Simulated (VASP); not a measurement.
# Al4B3P (P-6m2) in VASP: further runs, part 2 of 2

VASP 6.6.1.

## 3. Single point, PBE

File INCAR:

```
ALGO = Normal
EDIFF = 1E-6
ENCUT = 500
GGA = PE
GGA_COMPAT = F
ISIF = 2
ISMEAR = 0
LASPH = T
LCHARG = T
LELF = T
LREAL = F
LVHAR = T
LWAVE = F
NBANDS = 23
NELM = 120
PREC = Accurate
SIGMA = 0.2
```

File KPOINTS:

```
k-points
0
Gamma
  5 5 2
```

File POSCAR:

```
Al4B3P
1.0
    2.9850180961      0.0000000000      0.0000000000
   -1.4925090481      2.5851015020      0.0000000000
    0.0000000000      0.0000000000     12.7392642611
Al B P
4 3 1
Direct
    0.0000000000      0.0000000000      0.1551338217
    0.0000000000      0.0000000000      0.6202458711
    0.0000000000      0.0000000000      0.3797541289
    0.0000000000      0.0000000000      0.8448661783
    0.6666666667      0.3333333333      0.5000000000
    0.3333333333      0.6666666667      0.2599724986
    0.3333333333      0.6666666667      0.7400275014
    0.6666666667      0.3333333333      0.0000000000
```

Potentials or basis: VASP PAW PBE potentials, release 64 (Al, B, P).

Launch:

```bash
cat potpaw_PBE.64/Al/POTCAR potpaw_PBE.64/B/POTCAR potpaw_PBE.64/P/POTCAR > POTCAR
mpirun -np 1 vasp_std > vasp.out
```

OUTCAR:

```text
EDIFF = 1E-6
   ENCUT = 500
   GGA = PE
   ISIF = 2
   ISMEAR = 0
   LASPH = T
   LREAL = F
   NELM = 120
   PREC = Accurate

 ion  position               nearest neighbor table
   1  0.000  0.000  0.155-   6 2.18   6 2.18   6 2.18   8 2.62   8 2.62   8 2.62   3 2.86
   2  0.000  0.000  0.620-   7 2.30   7 2.30   7 2.30   5 2.31   5 2.31   5 2.31   4 2.86   3 3.06

   3  0.000  0.000  0.380-   6 2.30   6 2.30   6 2.30   5 2.31   5 2.31   5 2.31   1 2.86   2 3.06

   4  0.000  0.000  0.845-   7 2.18   7 2.18   7 2.18   8 2.62   8 2.62   8 2.62   2 2.86
   5  0.667  0.333  0.500-   2 2.31   3 2.31   2 2.31   3 2.31   2 2.31   3 2.31
   6  0.333  0.667  0.260-   1 2.18   1 2.18   1 2.18   3 2.30   3 2.30   3 2.30
   7  0.333  0.667  0.740-   4 2.18   4 2.18   4 2.18   2 2.30   2 2.30   2 2.30
   8  0.667  0.333  0.000-   1 2.62   4 2.62   1 2.62   4 2.62   1 2.62   4 2.62

  LATTYP: Found a hexagonal cell.
 ALAT       =     2.9850180961
 C/A-ratio  =     4.2677343490

  Lattice vectors:

 A1 = (   2.9850180961,   0.0000000000,   0.0000000000)
 A2 = (  -1.4925090481,   2.5851015020,   0.0000000000)
 A3 = (   0.0000000000,   0.0000000000,  12.7392642611)

Analysis of symmetry for initial positions (statically):
=====================================================================
 Subroutine PRICEL returns:
 Original cell was already a primitive cell.

 Routine SETGRP: Setting up the symmetry group for a
 hexagonal supercell.

 Subroutine GETGRP returns: Found 12 space group operations
 (whereof 12 operations were pure point group operations)
 out of a pool of 24 trial point group operations.

The static configuration has the point symmetry D_3h.

Analysis of symmetry for dynamics (positions and initial velocities):
=====================================================================
 Subroutine PRICEL returns:
 Original cell was already a primitive cell.

 Routine SETGRP: Setting up the symmetry group for a
 hexagonal supercell.

 Subroutine GETGRP returns: Found 12 space group operations
 (whereof 12 operations were pure point group operations)
 out of a pool of 24 trial point group operations.

The dynamic configuration has the point symmetry D_3h.

 Subroutine INISYM returns: Found 12 space group operations
 (whereof 12 operations are pure point group operations),
 and found     1 'primitive' translations

----------------------------------------------------------------------------------------

                                     Primitive cell

  volume of cell :      98.3035

  direct lattice vectors                    reciprocal lattice vectors
     2.985018096  0.000000000  0.000000000     0.335006344  0.193416003  0.000000000
    -1.492509048  2.585101502  0.000000000     0.000000000  0.386832006  0.000000000
     0.000000000  0.000000000 12.739264261     0.000000000  0.000000000  0.078497469

  length of vectors
     2.985018096  2.985018096 12.739264261     0.386832006  0.386832006  0.078497469

  position of ions in fractional coordinates (direct lattice)
     0.000000000  0.000000000  0.155133822
     0.000000000  0.000000000  0.620245871
     0.000000000  0.000000000  0.379754129
     0.000000000  0.000000000  0.844866178
[... 48 lines left out ...]
  0.400000  0.200000  0.000000      6.000000
  0.000000  0.000000  0.500000      1.000000
  0.200000  0.000000  0.500000      6.000000
  0.400000  0.000000  0.500000      6.000000
  0.200000  0.200000  0.500000      6.000000
  0.400000  0.200000  0.500000      6.000000
   k-points           NKPTS =     10   k-points in BZ     NKDIM =     10   number of bands    NBANDS=     23
   number of dos      NEDOS =    301   number of ions     NIONS =      8
   total plane-waves  NPLWV =  55296
   dimension x,y,z NGX =    24 NGY =   24 NGZ =   96
   dimension x,y,z NGXF=    48 NGYF=   48 NGZF=  192
   ions per type =               4   3   1
   NGX,Y,Z   is equivalent  to a cutoff of  13.37, 13.37, 12.53 a.u.
   NGXF,Y,Z  is equivalent  to a cutoff of  26.73, 26.73, 25.06 a.u.
 SYSTEM =  unknown system
   PREC   = accura    normal or accurate (medium, high low for compatibility)
   ISTART =      0    job   : 0-new  1-cont  2-samecut
   ICHARG =      2    charge: 1-file 2-atom 10-const
   ISPIN  =      1    spin polarized calculation?
   LNONCOLLINEAR =      F non collinear calculations
   LSORBIT =      F    spin-orbit coupling
   LASPH  =      T    aspherical Exc in radial PAW
   ENCUT  =  500.0 eV  36.75 Ry    6.06 a.u.   5.44  5.44 23.23*2*pi/ulx,y,z
   NELM   =    120;   NELMIN=  2; NELMDL= -5     # of ELM steps
   EDIFF  = 0.1E-05   stopping-criterion for ELM
   LREAL  =      F    real-space projection
   EDIFFG = 0.1E-04   stopping-criterion for IOM
   NSW    =      0    number of steps for IOM
   IBRION =     -1    ionic relax: 0-MD 1-quasi-New 2-CG
   NFREE  =      0    steps in history (QN), initial steepest desc. (CG)
   ISIF   =      2    stress and relaxation
   ISYM   =      2    0-nonsym 1-usesym 2-fastsym
   POTIM  = 0.5000    time-step for ionic-motion
   TEBEG  =    0.0;   TEEND  =   0.0 temperature during run
   PSTRESS=    0.0 pullay stress
   NELECT =      26.0000    total number of electrons
   NUPDOWN=      -1.0000    fix difference up-down
   EMIN   =  10.00;   EMAX   =-10.00  energy-range for DOS
   EFERMI =   0.00;   METHOD = LEGACY
   ISMEAR =     0;   SIGMA  =   0.20  broadening in eV -4-tet -1-fermi 0-gaus
   EFERMI_NEDOS =   21; number of points for ismear=-14 and -15
   IALGO  =     38    algorithm
   IMIX   =      4    mixing-type and parameters
     AMIX     =   0.40;   BMIX     =  1.00
     AMIX_MAG =   1.60;   BMIX_MAG =  1.00
  volume/ion in A,a.u.               =      12.29        82.92
  Fermi-wavevector in a.u.,A,eV,Ry     =   1.050855  1.985829 15.024875  1.104297
  Thomas-Fermi vector in A             =   2.185875
   LORBIT       =      0    0 simple, 1 ext, 2 COOP (PROOUT), +10 PAW based schemes
   GGA     = PE    functional components
   LHFCALC =     F    Hartree Fock is set to
   AEXX    =    0.0000 exact exchange contribution
   IVDW    =     0    specifies the selected vdW correction
   LEPSILON=     F    determine dielectric tensor
   LRPA    =     F    only Hartree local field effects (RPA)
 non-spin polarized calculation
 Gauss-broadening in eV      SIGMA  =   0.20
  energy-cutoff  :      500.00
  volume of cell :       98.30
 maximum number of plane-waves:      2542
 NGX is ok and might be reduce to    24
   NGX = 11   NGY = 11   NGZ = 47

 number of electron      26.0000000 magnetization

 Free energy of the ion-electron system (eV)
  ---------------------------------------------------
  ext. energy  EPLUGINS =         0.00000000
  ---------------------------------------------------
  free energy    TOTEN  =       -37.25552659 eV

  energy without entropy =      -37.19943122  energy(sigma->0) =      -37.22747891

 E-fermi :   7.9421     XC(G=0): -10.8958

 val. band max:        7.7915989540   @ k =   0.2000   0.0000   0.5000
 cond. band min:       7.9450554103   @ k =   0.2000   0.0000   0.0000
 fundamental gap:      0.1534564563
 Fermi energy:         7.9420704434

 k-point     1 :       0.0000    0.0000    0.0000
  band No.  band energies     occupation
      1      -6.1891      2.00000
      2      -4.0036      2.00000
      3      -3.8440      2.00000
      4      -2.0355      2.00000
      5      -0.9106      2.00000
      6       2.3824      2.00000
[... 249 lines left out ...]
     22      12.5364      0.00000
     23      15.0956      0.00000

------------------------ aborting loop because EDIFF is reached ----------------------------------------

  FORCE on cell =-STRESS in cart. coord.  units (eV):
  Direction    XX          YY          ZZ          XY          YZ          ZX
  --------------------------------------------------------------------------------------
  -------------------------------------------------------------------------------------
  Total       -0.1770891     -0.1770891      0.1738411      0.0000000      0.0000000      0.0000000
  in kB       -2.8862467     -2.8862467      2.8333107      0.0000000      0.0000000      0.0000000
  external PRESSURE =      -0.9797276 kB  Pullay stress =       0.0000000 kB

 VOLUME and BASIS-vectors are now :
 -----------------------------------------------------------------------------
  energy-cutoff  :      500.00
  volume of cell :       98.30
      direct lattice vectors                 reciprocal lattice vectors
     2.985018096  0.000000000  0.000000000     0.335006344  0.193416003  0.000000000
    -1.492509048  2.585101502  0.000000000     0.000000000  0.386832006  0.000000000
     0.000000000  0.000000000 12.739264261     0.000000000  0.000000000  0.078497469

 POSITION                                       TOTAL-FORCE (eV/Angst)
 -----------------------------------------------------------------------------------
      0.00000      0.00000      1.97629         0.000000      0.000000     -0.019928
      0.00000      0.00000      7.90148         0.000000      0.000000     -0.000449
      0.00000      0.00000      4.83779         0.000000      0.000000      0.000449
      0.00000      0.00000     10.76297        -0.000000     -0.000000      0.019928
      1.49251      0.86170      6.36963        -0.000000      0.000000      0.000000
     -0.00000      1.72340      3.31186         0.000000     -0.000000      0.007142
     -0.00000      1.72340      9.42741         0.000000     -0.000000     -0.007142
      1.49251      0.86170      0.00000        -0.000000      0.000000      0.000000
 -----------------------------------------------------------------------------------
    total drift:                               -0.000000      0.000000      0.000000

  FREE ENERGIE OF THE ION-ELECTRON SYSTEM (eV)
  ---------------------------------------------------
  free  energy   TOTEN  =       -37.2555265865 eV

  energy  without entropy=      -37.1994312239  energy(sigma->0) =      -37.22747891
```

Wall time 23 s (1 thread of Intel Xeon Platinum 8259CL at 2.50GHz (Skylake/Cascade Lake), shared host); peak memory 0.22 GiB.

Results:

* Free energy: -37.2555 eV
* Pressure: -0.1 GPa
* Largest force: 0.020 eV/Å
* Band gap on the k mesh: zero (band 13 reaches 11.27 eV, above the bottom of band 14 at 6.09 eV)

Forces on the atoms (eV/Å):
```
Al   0.000  0.000 -0.020
Al   0.000  0.000  0.000
Al   0.000  0.000  0.000
Al   0.000  0.000  0.020
B    0.000  0.000  0.000
B    0.000  0.000  0.007
B    0.000  0.000 -0.007
P    0.000  0.000  0.000
```

Stress tensor (GPa, compression positive):
```
-0.29  0.00  0.00
 0.00 -0.29  0.00
 0.00  0.00  0.28
```

Levels at points of the mesh, in eV from the Fermi level:
```
           k point  band 8  band 9  band 10  band 11  band 12  band 13  band 14  band 15  band 16  band 17
(0.00, 0.00, 0.00)   -1.22    1.66     2.94     2.94     3.33     3.33     3.34     3.34     3.87     3.87
(0.00, 0.00, 0.50)   -2.64    2.90     2.94     2.94     3.26     3.26     3.40     3.40     3.86     3.86
```

Caveat: the k points lie up to 0.49 Å⁻¹ apart.
